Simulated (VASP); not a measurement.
# MgI2 (R-3m) in VASP: settings compared

MgI2 is run at these levels: PBE, r2SCAN; tasks: single point.

Program: VASP 6.6.1. These are calculated values, not measurements. Logs are shortened: lines on timing, memory, paths and dates and some standing lists are left out, and cuts for length are marked.

## 1. The cell of the first run

Symmetry: R-3m, No. 166, trigonal system. Conventional cell: a = 4.157 Å, b = 4.157 Å, c = 20.677 Å, α = 90.00°, β = 90.00°, γ = 120.00°. Within 3.8 Å of Mg (site symmetry -3m) lie 6 I at 2.92 Å. I (site symmetry 3m) has 3 Mg at 2.92 Å within 3.8 Å.

## 2. Single point, PBE

The input, INCAR:

```
  ALGO = Normal
  EDIFF = 1E-6
  ENCUT = 520
  GGA = PE
  ISIF = 2
  ISMEAR = 0
  LASPH = T
  LCHARG = F
  LREAL = F
  LWAVE = F
  NBANDS = 15
  NELM = 100
  PREC = Accurate
  SIGMA = 0.01
```

The input, KPOINTS:

```
k-points
0
Gamma
  8 8 8
```

The input, POSCAR:

```
MgI2
1.0
    2.0786779602      1.2001252800      6.8923460240
   -2.0786779602      1.2001252800      6.8923460240
    0.0000000000     -2.4002505596      6.8923460241
Mg I
1 2
Direct
    0.0000000000      0.0000000000      0.0000000000
    0.2526882645      0.2526882645      0.2526882645
    0.7473117355      0.7473117355      0.7473117355
```

Potentials or basis: VASP PAW PBE potentials, release 64 (Mg, I).

Launch:

```console
> cat potpaw_PBE.64/Mg/POTCAR potpaw_PBE.64/I/POTCAR > POTCAR
> mpirun -np 1 vasp_std > vasp.out
```

OUTCAR:

```text
EDIFF = 1E-6
   ENCUT = 520
   GGA = PE
   ISIF = 2
   ISMEAR = 0
   LASPH = T
   LREAL = F
   NELM = 100
   PREC = Accurate

 ion  position               nearest neighbor table
   1  0.000  0.000  0.000-   3 2.92   3 2.92   2 2.92   2 2.92   3 2.92   2 2.92
   2  0.253  0.253  0.253-   1 2.92   1 2.92   1 2.92
   3  0.747  0.747  0.747-   1 2.92   1 2.92   1 2.92

  LATTYP: Found a trigonal (rhomboedric) cell.
 ALAT       =     7.2983310739
 COS(alpha) =     0.8377602391

  Lattice vectors:

 A1 = (   2.0786779602,   1.2001252800,   6.8923460240)
 A2 = (  -2.0786779602,   1.2001252800,   6.8923460240)
 A3 = (   0.0000000000,  -2.4002505596,   6.8923460241)

Analysis of symmetry for initial positions (statically):
=====================================================================
 Subroutine PRICEL returns:
 Original cell was already a primitive cell.

 Routine SETGRP: Setting up the symmetry group for a
 trigonal (rhombohedral) supercell.

 Subroutine GETGRP returns: Found 12 space group operations
 (whereof 12 operations were pure point group operations)
 out of a pool of 12 trial point group operations.

The static configuration has the point symmetry D_3d.

Analysis of symmetry for dynamics (positions and initial velocities):
=====================================================================
 Subroutine PRICEL returns:
 Original cell was already a primitive cell.

 Routine SETGRP: Setting up the symmetry group for a
 trigonal (rhombohedral) supercell.

 Subroutine GETGRP returns: Found 12 space group operations
 (whereof 12 operations were pure point group operations)
 out of a pool of 12 trial point group operations.

The dynamic configuration has the point symmetry D_3d.

 Subroutine INISYM returns: Found 12 space group operations
 (whereof 12 operations are pure point group operations),
 and found     1 'primitive' translations

----------------------------------------------------------------------------------------

                                     Primitive cell

  volume of cell :     103.1649

  direct lattice vectors                    reciprocal lattice vectors
     2.078677960  1.200125280  6.892346024     0.240537500  0.138874390  0.048362826
    -2.078677960  1.200125280  6.892346024    -0.240537500  0.138874390  0.048362826
     0.000000000 -2.400250560  6.892346024     0.000000000 -0.277748781  0.048362826

  length of vectors
     7.298331074  7.298331074  7.298331074     0.281927913  0.281927913  0.281927913

  position of ions in fractional coordinates (direct lattice)
     0.000000000  0.000000000  0.000000000
     0.252688265  0.252688265  0.252688265
     0.747311735  0.747311735  0.747311735

  ion indices of the primitive-cell ions
   primitive index   ion index
                 1           1
                 2           2
                 3           3

----------------------------------------------------------------------------------------

 KPOINTS: k-points

Automatic generation of k-mesh.
 Grid dimensions read from file:
 generate k-points for:    8    8    8

 Generating k-lattice:

  Cartesian coordinates                     Fractional coordinates (reciprocal lattice)
     0.030067188  0.017359299  0.006045353     0.125000000  0.000000000  0.000000000
    -0.030067188  0.017359299  0.006045353     0.000000000  0.125000000  0.000000000
     0.000000000 -0.034718598  0.006045353    -0.000000000 -0.000000000  0.125000000

  Length of vectors
     0.035240989  0.035240989  0.035240989

  Shift w.r.t. Gamma in fractional coordinates (k-lattice)
     0.000000000  0.000000000  0.000000000

 Subroutine IBZKPT returns following result:
 ===========================================

 Found     65 irreducible k-points:

 Following reciprocal coordinates:
            Coordinates               Weight
  0.000000  0.000000  0.000000      1.000000
  0.125000  0.000000  0.000000      6.000000
  0.250000  0.000000  0.000000      6.000000
  0.375000  0.000000  0.000000      6.000000
  0.500000  0.000000  0.000000      3.000000
  0.125000  0.125000  0.000000      6.000000
[... 16 lines left out ...]
  0.250000  0.125000  0.125000      6.000000
  0.375000  0.125000  0.125000      6.000000
 [... further k-points ...]
   k-points           NKPTS =     65   k-points in BZ     NKDIM =     65   number of bands    NBANDS=     15
   number of dos      NEDOS =    301   number of ions     NIONS =      3
   total plane-waves  NPLWV = 157464
   dimension x,y,z NGX =    54 NGY =   54 NGZ =   54
   dimension x,y,z NGXF=   108 NGYF=  108 NGZF=  108
   ions per type =               1   2
   NGX,Y,Z   is equivalent  to a cutoff of  12.30, 12.30, 12.30 a.u.
   NGXF,Y,Z  is equivalent  to a cutoff of  24.60, 24.60, 24.60 a.u.
 SYSTEM =  unknown system
   PREC   = accura    normal or accurate (medium, high low for compatibility)
   ISTART =      0    job   : 0-new  1-cont  2-samecut
   ICHARG =      2    charge: 1-file 2-atom 10-const
   ISPIN  =      1    spin polarized calculation?
   LNONCOLLINEAR =      F non collinear calculations
   LSORBIT =      F    spin-orbit coupling
   LASPH  =      T    aspherical Exc in radial PAW
   ENCUT  =  520.0 eV  38.22 Ry    6.18 a.u.  13.57 13.57 13.57*2*pi/ulx,y,z
   NELM   =    100;   NELMIN=  2; NELMDL= -5     # of ELM steps
   EDIFF  = 0.1E-05   stopping-criterion for ELM
   LREAL  =      F    real-space projection
   EDIFFG = 0.1E-04   stopping-criterion for IOM
   NSW    =      0    number of steps for IOM
   IBRION =     -1    ionic relax: 0-MD 1-quasi-New 2-CG
   NFREE  =      0    steps in history (QN), initial steepest desc. (CG)
   ISIF   =      2    stress and relaxation
   ISYM   =      2    0-nonsym 1-usesym 2-fastsym
   POTIM  = 0.5000    time-step for ionic-motion
   TEBEG  =    0.0;   TEEND  =   0.0 temperature during run
   PSTRESS=    0.0 pullay stress
   NELECT =      16.0000    total number of electrons
   NUPDOWN=      -1.0000    fix difference up-down
   EMIN   =  10.00;   EMAX   =-10.00  energy-range for DOS
   EFERMI =   0.00;   METHOD = LEGACY
   ISMEAR =     0;   SIGMA  =   0.01  broadening in eV -4-tet -1-fermi 0-gaus
   EFERMI_NEDOS =   21; number of points for ismear=-14 and -15
   IALGO  =     38    algorithm
   IMIX   =      4    mixing-type and parameters
     AMIX     =   0.40;   BMIX     =  1.00
     AMIX_MAG =   1.60;   BMIX_MAG =  1.00
  volume/ion in A,a.u.               =      34.39       232.06
  Fermi-wavevector in a.u.,A,eV,Ry     =   0.879571  1.662148 10.526076  0.773645
  Thomas-Fermi vector in A             =   1.999813
   LORBIT       =      0    0 simple, 1 ext, 2 COOP (PROOUT), +10 PAW based schemes
   GGA     = PE    functional components
   LHFCALC =     F    Hartree Fock is set to
   AEXX    =    0.0000 exact exchange contribution
   IVDW    =     0    specifies the selected vdW correction
   LEPSILON=     F    determine dielectric tensor
   LRPA    =     F    only Hartree local field effects (RPA)
 non-spin polarized calculation
 Gauss-broadening in eV      SIGMA  =   0.01
  energy-cutoff  :      520.00
  volume of cell :      103.16
 maximum number of plane-waves:      2809
   NGX = 27   NGY = 27   NGZ = 27

 number of electron      16.0000000 magnetization

 Free energy of the ion-electron system (eV)
  ---------------------------------------------------
  ext. energy  EPLUGINS =         0.00000000
  ---------------------------------------------------
  free energy    TOTEN  =        -7.69870029 eV

  energy without entropy =       -7.69870029  energy(sigma->0) =       -7.69870029

 E-fermi :   2.2905     XC(G=0):  -8.1855

 val. band max:        2.2474223270   @ k =   0.0000   0.0000   0.0000
 cond. band min:       5.4971980011   @ k =   0.5000   0.5000   0.0000
 fundamental gap:      3.2497756741
 Fermi energy:         2.2904999401

 k-point     1 :       0.0000    0.0000    0.0000
  band No.  band energies     occupation
      1      -9.8040      2.00000
      2      -9.1013      2.00000
      3      -1.2587      2.00000
      4       1.8040      2.00000
      5       1.8040      2.00000
      6       2.1906      2.00000
      7       2.1906      2.00000
      8       2.2474      2.00000
      9       5.9396      0.00000
     10       6.9888      0.00000
     11       8.7742      0.00000
     12       8.7742      0.00000
     13       9.8996      0.00000
     14      10.0980      0.00000
     15      10.0980      0.00000

 k-point     2 :       0.1250    0.0000    0.0000
  band No.  band energies     occupation
      1      -9.7216      2.00000
      2      -9.0620      2.00000
      3      -1.1381      2.00000
      4       1.2259      2.00000
      5       1.5991      2.00000
      6       1.6664      2.00000
      7       2.0946      2.00000
      8       2.1714      2.00000
      9       6.5506      0.00000
     10       7.5357      0.00000
     11       8.3278      0.00000
     12       9.0766      0.00000
     13       9.5694      0.00000
     14      10.4224      0.00000
     15      10.4447      0.00000

 k-point     3 :       0.2500    0.0000    0.0000
  band No.  band energies     occupation
      1      -9.5007      2.00000
      2      -8.9730      2.00000
      3      -0.8554      2.00000
      4       0.1784      2.00000
      5       0.6382      2.00000
      6       1.3804      2.00000
      7       1.8667      2.00000
      8       1.9180      2.00000
      9       6.7277      0.00000
     10       7.8695      0.00000
     11       8.9064      0.00000
     12       9.3065      0.00000
     13       9.6611      0.00000
     14      10.3952      0.00000
     15      11.2482      0.00000
[... 343 lines left out ...]
 k-point    23 :       0.2500    0.1250    0.1250
  band No.  band energies     occupation
      1      -9.6955      2.00000
      2      -9.0976      2.00000
      3      -1.0161      2.00000
      4       1.2168      2.00000
      5       1.5327      2.00000
      6       1.7116      2.00000
      7       2.0160      2.00000
      8       2.0402      2.00000
      9       6.7277      0.00000
     10       7.6072      0.00000
     11       8.4493      0.00000
     12       9.0701      0.00000
     13       9.3322      0.00000
     14      10.4859      0.00000
     15      10.5450      0.00000

 k-point    24 :       0.3750    0.1250    0.1250
  band No.  band energies     occupation
      1      -9.4684      2.00000
      2      -9.0137      2.00000
      3      -0.7894      2.00000
      4       0.2409      2.00000
      5       0.6536      2.00000
      6       1.4070      2.00000
      7       1.7274      2.00000
      8       1.8339      2.00000
      9       6.7622      0.00000
     10       8.0745      0.00000
     11       8.5724      0.00000
     12       9.4730      0.00000
     13       9.6380      0.00000
     14      10.1903      0.00000
     15      10.9200      0.00000

 [... further k-points ...]

------------------------ aborting loop because EDIFF is reached ----------------------------------------

  FORCE on cell =-STRESS in cart. coord.  units (eV):
  Direction    XX          YY          ZZ          XY          YZ          ZX
  --------------------------------------------------------------------------------------
  -------------------------------------------------------------------------------------
  Total        0.6361347      0.6361347      0.7882587      0.0000000     -0.0000000      0.0000000
  in kB        9.8793307      9.8793307     12.2418547      0.0000000     -0.0000000      0.0000000
  external PRESSURE =      10.6668387 kB  Pullay stress =       0.0000000 kB

 VOLUME and BASIS-vectors are now :
 -----------------------------------------------------------------------------
  energy-cutoff  :      520.00
  volume of cell :      103.16
      direct lattice vectors                 reciprocal lattice vectors
     2.078677960  1.200125280  6.892346024     0.240537500  0.138874390  0.048362826
    -2.078677960  1.200125280  6.892346024    -0.240537500  0.138874390  0.048362826
     0.000000000 -2.400250560  6.892346024     0.000000000 -0.277748781  0.048362826

 POSITION                                       TOTAL-FORCE (eV/Angst)
 -----------------------------------------------------------------------------------
      0.00000      0.00000      0.00000        -0.000000      0.000000     -0.000000
      0.00000      0.00000      5.22484         0.000000     -0.000000     -0.000612
      0.00000      0.00000     15.45219         0.000000      0.000000      0.000612
 -----------------------------------------------------------------------------------
    total drift:                                0.000000      0.000000     -0.000000

  FREE ENERGIE OF THE ION-ELECTRON SYSTEM (eV)
  ---------------------------------------------------
  free  energy   TOTEN  =        -7.6987002936 eV

  energy  without entropy=       -7.6987002936  energy(sigma->0) =       -7.69870029
```

Wall time 4.2 min (1 thread of Intel Xeon Platinum 8375C at 2.90GHz (Ice Lake), shared host); peak memory 0.43 GiB.

What came out:

- Free energy: -7.6987 eV
- Pressure: 1.1 GPa
- Band gap on the k mesh: 3.25 eV (least direct gap 3.66 eV)

Caveat: spin-orbit coupling is left out, which moves the levels of the heavy elements. A k mesh can miss the band edges.

[end of part 1 of 2]
